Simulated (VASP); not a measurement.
# Ca: single point with PBE

Ca:

```
CELL_PARAMETERS angstrom
-3.41416 3.41416 1.84471
3.41416 -3.41416 1.84471
3.41416 3.41416 -1.84471
ATOMIC_POSITIONS crystal
Ca 0.50000 0.50000 0.00000
Ca 0.25000 0.75000 0.50000
```

The cell was generated, and may not be a known phase.

* Program: VASP 6.6.1
* Task: single point
* Functional: PBE
* Potentials or basis: VASP PAW PBE potentials, release 64 (Ca_sv)
* Cutoff: 520 eV
* k mesh: 18 × 18 × 18
* Occupations: gaussian, width 0.1 eV
* Spin: no spin polarisation
* Dipole correction: no
* Further INCAR settings: ALGO = Normal; EDIFF = 1e-06; NBANDS = 17

| Quantity | Value |
| --- | --- |
| Pressure | 0.0 GPa |
| Band gap on the k mesh | zero (bands 10 and 11 overlap by 1.06 eV) |

Levels at points of the mesh, in eV from the Fermi level:
```tsv
k point	band 6	band 7	band 8	band 9	band 10	band 11	band 12	band 13	band 14	band 15
(0.00, 0.00, 0.00)	-23.05	-23.04	-23.04	-3.88	-0.19	0.81	1.17	1.71	2.67	2.67
(0.50, 0.00, 0.00)	-23.11	-23.09	-23.03	-0.80	-0.28	0.11	1.16	1.35	1.79	2.39
(0.50, 0.50, 0.00)	-23.13	-23.04	-23.04	-2.16	-2.16	1.17	1.17	1.55	1.55	2.50
(0.50, 0.50, 0.50)	-23.06	-23.02	-23.02	-1.11	-1.11	-0.40	-0.40	1.67	1.67	2.99
```

Wall time 8.9 min on 1 thread of Intel(R) Xeon(R) Platinum 8259CL CPU @ 2.50GHz (Skylake/Cascade Lake), with other jobs on the host, peak memory 0.69 GiB.
